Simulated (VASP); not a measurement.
# Mn (Im-3m) in VASP: notebook

Mn is run at these levels: PBE; tasks: single point.

Program: VASP 6.6.1. These are calculated values, not measurements. Logs are shortened: lines on timing, memory, paths and dates and some standing lists are left out, and cuts for length are marked.

## Step 1: The cell of the first run

It takes space group Im-3m (No. 229, cubic). Conventional cell: a = 3.029 Å, b = 3.029 Å, c = 3.029 Å, α = 90.00°, β = 90.00°, γ = 90.00°. Mn (site symmetry m-3m) has 14 Mn at 2.62 to 3.03 Å within 3.5 Å.

## Step 2: Single point, PBE, collinear spin, ferromagnetic start (volume scaled by 0.95)

Contents of INCAR:

```
SYSTEM = Mn
ALGO     = Normal         ! electronic algorithm
EDIFF    = 1E-6           ! SCF threshold, eV
ENCUT    = 520            ! plane-wave cutoff, eV
GGA      = PE             ! functional
ISIF     = 2              ! what is computed and relaxed
ISMEAR   = -1             ! smearing method
ISPIN    = 2              ! spin polarisation
LASPH    = .TRUE.         ! aspherical terms in the spheres
LCHARG   = .TRUE.         ! write CHGCAR
LELF     = .TRUE.         ! ELF
LMAXMIX  = 4              ! l up to which the mixer works
LORBIT   = 11             ! projections on sites
LREAL    = .FALSE.        ! projectors in reciprocal space
LVHAR    = .TRUE.       
LWAVE    = .FALSE.        ! write WAVECAR
MAGMOM   = 4              ! initial moments
NBANDS   = 16             ! bands
NELM     = 150            ! most SCF steps
PREC     = Accurate       ! precision mode
SIGMA    = 0.03           ! smearing width, eV
```

Contents of KPOINTS:

```
k-points
0
G
  19 19 19
  0 0 0
```

Contents of POSCAR:

```
Mn
1.0
   -1.5143847854      1.5143847854      1.5143847854
    1.5143847854     -1.5143847854      1.5143847854
    1.5143847854      1.5143847854     -1.5143847854
Mn
1
Direct
    0.0000000000      0.0000000000      0.0000000000
```

Potentials or basis: VASP PAW PBE potentials, release 64 (Mn_pv).

Command:

```
cat potpaw_PBE.64/Mn_pv/POTCAR > POTCAR
mpirun -np 1 vasp_std > vasp.out
```

OUTCAR:

```text
SYSTEM = Mn
   EDIFF = 1E-6
   ENCUT = 520
   GGA = PE
   ISIF = 2
   ISMEAR = -1
   ISPIN = 2
   LASPH = .TRUE.
   LORBIT = 11
   LREAL = .FALSE.
   NELM = 150
   PREC = Accurate

 ion  position               nearest neighbor table
   1  0.000  0.000  0.000-

  LATTYP: Found a body centered cubic cell.
 ALAT       =     3.0287695708

  Lattice vectors:

 A1 = (  -1.5143847854,   1.5143847854,   1.5143847854)
 A2 = (   1.5143847854,  -1.5143847854,   1.5143847854)
 A3 = (   1.5143847854,   1.5143847854,  -1.5143847854)

Analysis of symmetry for initial positions (statically):
=====================================================================
 Subroutine PRICEL returns:
 Original cell was already a primitive cell.

 Routine SETGRP: Setting up the symmetry group for a
 body centered cubic supercell.

 Subroutine GETGRP returns: Found 48 space group operations
 (whereof 48 operations were pure point group operations)
 out of a pool of 48 trial point group operations.

The static configuration has the point symmetry O_h .

Analysis of symmetry for dynamics (positions and initial velocities):
=====================================================================
 Subroutine PRICEL returns:
 Original cell was already a primitive cell.

 Routine SETGRP: Setting up the symmetry group for a
 body centered cubic supercell.

 Subroutine GETGRP returns: Found 48 space group operations
 (whereof 48 operations were pure point group operations)
 out of a pool of 48 trial point group operations.

The dynamic configuration has the point symmetry O_h .

Analysis of structural, dynamic, and magnetic symmetry:
=====================================================================
 Subroutine PRICEL returns:
 Original cell was already a primitive cell.

 Routine SETGRP: Setting up the symmetry group for a
 body centered cubic supercell.

 Subroutine GETGRP returns: Found 48 space group operations
 (whereof 48 operations were pure point group operations)
 out of a pool of 48 trial point group operations.

The overall configuration has the point symmetry O_h .

 Subroutine INISYM returns: Found 48 space group operations
 (whereof 48 operations are pure point group operations),
 and found     1 'primitive' translations

----------------------------------------------------------------------------------------

                                     Primitive cell

  volume of cell :      13.8921

[... 93 lines left out ...]
   ISYM   =      2    0-nonsym 1-usesym 2-fastsym
   POTIM  = 0.5000    time-step for ionic-motion
   TEBEG  =    0.0;   TEEND  =   0.0 temperature during run
   PSTRESS=    0.0 pullay stress
   NELECT =      13.0000    total number of electrons
   NUPDOWN=      -1.0000    fix difference up-down
   EMIN   =  10.00;   EMAX   =-10.00  energy-range for DOS
   EFERMI =   0.00;   METHOD = LEGACY
   ISMEAR =    -1;   SIGMA  =   0.03  broadening in eV -4-tet -1-fermi 0-gaus
   EFERMI_NEDOS =   21; number of points for ismear=-14 and -15
   IALGO  =     38    algorithm
   IMIX   =      4    mixing-type and parameters
     AMIX     =   0.40;   BMIX     =  1.00
     AMIX_MAG =   1.60;   BMIX_MAG =  1.00
  volume/ion in A,a.u.               =      13.89        93.75
  Fermi-wavevector in a.u.,A,eV,Ry     =   1.601277  3.025974 34.886522  2.564087
  Thomas-Fermi vector in A             =   2.698280
   LORBIT       =     11    0 simple, 1 ext, 2 COOP (PROOUT), +10 PAW based schemes
   GGA     = PE    functional components
   LHFCALC =     F    Hartree Fock is set to
   AEXX    =    0.0000 exact exchange contribution
   IVDW    =     0    specifies the selected vdW correction
   LEPSILON=     F    determine dielectric tensor
   LRPA    =     F    only Hartree local field effects (RPA)
 spin polarized calculation
  energy-cutoff  :      520.00
  volume of cell :       13.89
 maximum number of plane-waves:       386
   NGX =  9   NGY =  9   NGZ =  9

 number of electron      12.9999988 magnetization       1.2525844

 Free energy of the ion-electron system (eV)
  ---------------------------------------------------
  ext. energy  EPLUGINS =         0.00000000
  ---------------------------------------------------
  free energy    TOTEN  =        -8.46452428 eV

  energy without entropy =       -8.45542215  energy(sigma->0) =       -8.45997321

 E-fermi :   7.2383     XC(G=0): -12.5192

 val. band max:        7.2379390387   @ k =   0.2105   0.1579   0.1053
 cond. band min:       7.2390550901   @ k =   0.2632   0.1053   0.1053
 fundamental gap:      0.0011160514
 Fermi energy:         7.2382643098

 spin component 1

 k-point     1 :       0.0000    0.0000    0.0000
  band No.  band energies     occupation
      1     -41.0566      1.00000
      2     -41.0566      1.00000
      3     -41.0566      1.00000
      4       0.0777      1.00000
      5       5.9920      1.00000
      6       5.9920      1.00000
[... 435 lines left out ...]
      5       5.1889      1.00000
      6       5.9756      1.00000
[... 8 lines left out ...]
     15      35.3302      0.00000
     16      38.1805      0.00000

 [... further k-points ...]

 spin component 2

 k-point     1 :       0.0000    0.0000    0.0000
  band No.  band energies     occupation
      1     -39.6255      1.00000
      2     -39.6255      1.00000
      3     -39.6255      1.00000
      4       0.1857      1.00000
      5       6.9992      0.99965
      6       6.9992      0.99965
[... 435 lines left out ...]
      5       6.1018      1.00000
      6       6.6969      1.00000
[... 8 lines left out ...]
     15      35.5233      0.00000
     16      40.1423      0.00000

 [... further k-points ...]
[... 5 lines left out ...]
  --------------------------------------------------------------------------------------
  -------------------------------------------------------------------------------------
  Total       -2.9394464     -2.9394464     -2.9394464      0.0000000      0.0000000      0.0000000
  in kB     -339.0060297   -339.0060297   -339.0060297      0.0000000      0.0000000      0.0000000
  external PRESSURE =    -339.0060297 kB  Pullay stress =       0.0000000 kB

 VOLUME and BASIS-vectors are now :
 -----------------------------------------------------------------------------
  energy-cutoff  :      520.00
  volume of cell :       13.89
      direct lattice vectors                 reciprocal lattice vectors
    -1.514384785  1.514384785  1.514384785     0.000000000  0.330167078  0.330167078
     1.514384785 -1.514384785  1.514384785     0.330167078  0.000000000  0.330167078
     1.514384785  1.514384785 -1.514384785     0.330167078  0.330167078  0.000000000

 POSITION                                       TOTAL-FORCE (eV/Angst)
 -----------------------------------------------------------------------------------
      0.00000      0.00000      0.00000        -0.000000     -0.000000      0.000000
 -----------------------------------------------------------------------------------
    total drift:                                0.000000     -0.000000      0.000000

  FREE ENERGIE OF THE ION-ELECTRON SYSTEM (eV)
  ---------------------------------------------------
  free  energy   TOTEN  =        -8.4645242787 eV

  energy  without entropy=       -8.4554221510  energy(sigma->0) =       -8.45997321

 total charge

# of ion       s       p       d       tot
------------------------------------------
    1        0.334   6.257   4.992  11.583

 magnetization (x)

# of ion       s       p       d       tot
------------------------------------------
    1       -0.007  -0.019   1.298   1.273
```

Run time: 3 min. Hardware: 1 thread of Intel Xeon Platinum 8259CL at 2.50GHz (Skylake/Cascade Lake), shared host; peak memory 0.19 GiB.

Results:

```
Free energy                                           : -8.4645 eV
Pressure                                              : -33.9 GPa
Net moment                                            : 1.25 μB per cell
Site moments                                          : Mn +1.27 μB
Valence electrons inside the program's atomic spheres : Mn 11.58
```

Caveat: the moment fell far below its start of 4 μB, so a state of higher moment may lie lower in energy.

## Step 3: Single point, PBE, collinear spin, ferromagnetic start (volume scaled by 1.025)

Contents of INCAR:

```
PREC = Accurate
ENCUT = 520
EDIFF = 1E-6
ISMEAR = -1
SIGMA = 0.03
LREAL = F
LASPH = T
NELM = 150
ALGO = Normal
ISIF = 2
LWAVE = F
LCHARG = F
ISPIN = 2
MAGMOM = 4
LORBIT = 11
LMAXMIX = 4
GGA = PE
NBANDS = 16
```

Contents of KPOINTS:

```
regular mesh
0
Gamma
  19 19 19
```

Contents of POSCAR:

```
Mn
1.0
   -1.5532319823      1.5532319823      1.5532319823
    1.5532319823     -1.5532319823      1.5532319823
    1.5532319823      1.5532319823     -1.5532319823
Mn
1
Direct
    0.0000000000      0.0000000000      0.0000000000
```

Potentials or basis: VASP PAW PBE potentials, release 64 (Mn_pv).

Command:

```
cat potpaw_PBE.64/Mn_pv/POTCAR > POTCAR
mpirun -np 1 vasp_std > vasp.out
```

OUTCAR:

```text
PREC = Accurate
   ENCUT = 520
   EDIFF = 1E-6
   ISMEAR = -1
   LREAL = F
   LASPH = T
   NELM = 150
   ISIF = 2
   ISPIN = 2
   LORBIT = 11
   GGA = PE

 ion  position               nearest neighbor table
   1  0.000  0.000  0.000-

  LATTYP: Found a body centered cubic cell.
 ALAT       =     3.1064639646

  Lattice vectors:

 A1 = (  -1.5532319823,   1.5532319823,   1.5532319823)
 A2 = (   1.5532319823,  -1.5532319823,   1.5532319823)
 A3 = (   1.5532319823,   1.5532319823,  -1.5532319823)

Analysis of symmetry for initial positions (statically):
=====================================================================
 Subroutine PRICEL returns:
 Original cell was already a primitive cell.

 Routine SETGRP: Setting up the symmetry group for a
 body centered cubic supercell.

 Subroutine GETGRP returns: Found 48 space group operations
 (whereof 48 operations were pure point group operations)
 out of a pool of 48 trial point group operations.

The static configuration has the point symmetry O_h .

Analysis of symmetry for dynamics (positions and initial velocities):
=====================================================================
 Subroutine PRICEL returns:
 Original cell was already a primitive cell.

 Routine SETGRP: Setting up the symmetry group for a
[... 627 lines left out ...]
     15      33.0577      0.00000
     16      36.9024      0.00000

 [... further k-points ...]

 spin component 2

 k-point     1 :       0.0000    0.0000    0.0000
  band No.  band energies     occupation
      1     -38.4309      1.00000
      2     -38.4309      1.00000
      3     -38.4309      1.00000
      4       0.0666      1.00000
      5       8.0602      0.00000
      6       8.0602      0.00000
[... 435 lines left out ...]
      5       7.0140      0.03771
      6       7.1456      0.00049
[... 8 lines left out ...]
     15      33.8564      0.00000
     16      38.4447      0.00000

 [... further k-points ...]
[... 5 lines left out ...]
  --------------------------------------------------------------------------------------
  -------------------------------------------------------------------------------------
  Total       -0.3046750     -0.3046750     -0.3046750      0.0000000      0.0000000     -0.0000000
  in kB      -32.5670530    -32.5670530    -32.5670530      0.0000000      0.0000000     -0.0000000
  external PRESSURE =     -32.5670530 kB  Pullay stress =       0.0000000 kB

 VOLUME and BASIS-vectors are now :
 -----------------------------------------------------------------------------
  energy-cutoff  :      520.00
  volume of cell :       14.99
      direct lattice vectors                 reciprocal lattice vectors
    -1.553231982  1.553231982  1.553231982     0.000000000  0.321909416  0.321909416
     1.553231982 -1.553231982  1.553231982     0.321909416  0.000000000  0.321909416
     1.553231982  1.553231982 -1.553231982     0.321909416  0.321909416  0.000000000

 POSITION                                       TOTAL-FORCE (eV/Angst)
 -----------------------------------------------------------------------------------
      0.00000      0.00000      0.00000         0.000000      0.000000     -0.000000
 -----------------------------------------------------------------------------------
    total drift:                                0.000000     -0.000000      0.000000

  FREE ENERGIE OF THE ION-ELECTRON SYSTEM (eV)
  ---------------------------------------------------
  free  energy   TOTEN  =        -8.3133992106 eV

  energy  without entropy=       -8.3075224378  energy(sigma->0) =       -8.31046082

 total charge

# of ion       s       p       d       tot
------------------------------------------
    1        0.326   6.227   4.985  11.539

 magnetization (x)

# of ion       s       p       d       tot
------------------------------------------
    1       -0.004   0.007   3.383   3.386
```

OSZICAR:

```text
N       E                     dE             d eps       ncg     rms          rms(c)
DAV:   1     0.911750374552E+02    0.91175E+02   -0.72645E+03 14216   0.985E+02
DAV:   2    -0.685411072637E+01   -0.98029E+02   -0.92797E+02 15424   0.267E+02
DAV:   3    -0.901044868777E+01   -0.21563E+01   -0.21507E+01 16520   0.428E+01
DAV:   4    -0.902270580488E+01   -0.12257E-01   -0.12256E-01 17208   0.318E+00
DAV:   5    -0.902284524504E+01   -0.13944E-03   -0.13944E-03 16864   0.331E-01    0.111E+01
DAV:   6    -0.829555672074E+01    0.72729E+00   -0.27740E+00 18376   0.263E+01    0.578E+00
DAV:   7    -0.829723842061E+01   -0.16817E-02   -0.26994E-01 17784   0.702E+00    0.246E+00
DAV:   8    -0.830121375464E+01   -0.39753E-02   -0.75240E-03 16848   0.763E-01    0.122E+00
DAV:   9    -0.830573919550E+01   -0.45254E-02   -0.83795E-03 17600   0.836E-01    0.826E-01
DAV:  10    -0.830724731642E+01   -0.15081E-02   -0.65265E-04 17920   0.248E-01    0.744E-01
DAV:  11    -0.831133810845E+01   -0.40908E-02   -0.76273E-03 19232   0.767E-01    0.539E-01
DAV:  12    -0.831179903285E+01   -0.46092E-03   -0.12671E-02 19352   0.968E-01    0.337E-01
DAV:  13    -0.831203189998E+01   -0.23287E-03   -0.89103E-03 18032   0.865E-01    0.296E-01
DAV:  14    -0.831321114042E+01   -0.11792E-02   -0.49939E-03 18376   0.668E-01    0.139E-01
DAV:  15    -0.831337628610E+01   -0.16515E-03   -0.45593E-04 17056   0.206E-01    0.342E-02
DAV:  16    -0.831338533367E+01   -0.90476E-05   -0.39030E-06 16192   0.161E-02    0.301E-02
DAV:  17    -0.831340003627E+01   -0.14703E-04   -0.11791E-05 16712   0.271E-02    0.727E-03
DAV:  18    -0.831339921058E+01    0.82569E-06   -0.11571E-06 12640   0.803E-03
   1 F= -.83133992E+01 E0= -.83104608E+01  d E =-.587677E-02  mag=     3.4915
```

stdout:

```text
POSCAR found type information on POSCAR Mn
 POSCAR found :  1 types and       1 ions
 scaLAPACK will be used
 LDA part: xc-table for (Slater+PW92), standard interpolation
 POSCAR, INCAR and KPOINTS ok, starting setup
 FFT: planning ... GRIDC
 FFT: planning ... GRID_SOFT
 FFT: planning ... GRID
 WAVECAR not read
 entering main loop
```

It took 2.3 min on 1 thread of Intel Xeon Platinum 8259CL at 2.50GHz (Skylake/Cascade Lake), shared host; peak memory 0.19 GiB.

Results:

| Property | Result |
| --- | --- |
| Free energy | -8.3134 eV |
| Pressure | -3.3 GPa |
| Net moment | 3.49 μB per cell |
| Site moments | Mn +3.39 μB |
| Valence electrons inside the program's atomic spheres | Mn 11.54 |

## Step 4: Single point, PBE, collinear spin, ferromagnetic start (volume scaled by 1.05)

Contents of INCAR:

```
PREC     = Accurate       # precision mode
ENCUT    = 520            # plane-wave cutoff, eV
EDIFF    = 1E-6           # SCF threshold, eV
ISMEAR   = -1             # smearing method
SIGMA    = 0.03           # smearing width, eV
LREAL    = F              # projectors in reciprocal space
LASPH    = T              # aspherical terms in the spheres
NELM     = 150            # most SCF steps
ALGO     = Normal         # electronic algorithm
ISIF     = 2              # what is computed and relaxed
LWAVE    = F              # write WAVECAR
LCHARG   = F              # write CHGCAR
ISPIN    = 2              # spin polarisation
MAGMOM   = 4              # initial moments
LORBIT   = 11             # projections on sites
LMAXMIX  = 4              # l up to which the mixer works
GGA      = PE             # functional
NBANDS   = 16             # bands
```

Contents of KPOINTS:

```
Automatic mesh
0
Gamma
  19 19 19
```

Contents of POSCAR:

```
Mn
1.0
   -1.5657585877      1.5657585877      1.5657585877
    1.5657585877     -1.5657585877      1.5657585877
    1.5657585877      1.5657585877     -1.5657585877
Mn
1
Direct
    0.0000000000      0.0000000000      0.0000000000
```

Command:

```
cat potpaw_PBE.64/Mn_pv/POTCAR > POTCAR
mpirun -np 1 vasp_std > vasp.out
```

Wall time 1.7 min (1 thread of Intel Xeon Platinum 8259CL at 2.50GHz (Skylake/Cascade Lake), shared host); peak memory 0.19 GiB.

Results (log left out):

```
Free energy                                           : -8.3058 eV
Pressure                                              : -3.9 GPa
Net moment                                            : 3.58 μB per cell
Site moments                                          : Mn +3.47 μB
Valence electrons inside the program's atomic spheres : Mn 11.52
```

Levels at points of the mesh, in eV from the Fermi level:
Spin up:
| k point | band 6 | band 7 | band 8 | band 9 | band 10 | band 11 |
| --- | --- | --- | --- | --- | --- | --- |
| (0.00, 0.00, 0.00) | -2.09 | -2.09 | -0.86 | -0.86 | 20.31 | 20.31 |
Spin down:
```csv
k point,band 3,band 4,band 5,band 6,band 7,band 8
"(0.00, 0.00, 0.00)",-45.34,-6.80,1.18,1.18,1.18,2.46
```

## Step 5: Summary

```csv
cell,gap on the mesh (eV),pressure (GPa),moment (μB)
"a = 2.623 Å, angles 109.5°, 1 atom",none,-33.9,1.25
"a = 2.690 Å, angles 109.5°, 1 atom",none,-3.3,3.49
"a = 2.712 Å, angles 109.5°, 1 atom",none,-3.9,3.58
```

Alike in all rows: task single point; level PBE; potentials or basis VASP PAW PBE potentials, release 64 (Mn_pv); spin collinear, ferromagnetic start; k mesh 19 × 19 × 19; cutoff (eV) 520; smearing fermi-dirac 0.03 eV.

Caveats: the moment fell far below its start of 4 μB, so a state of higher moment may lie lower in energy (some runs).

Absolute energies hang on the potentials; compare differences alone.
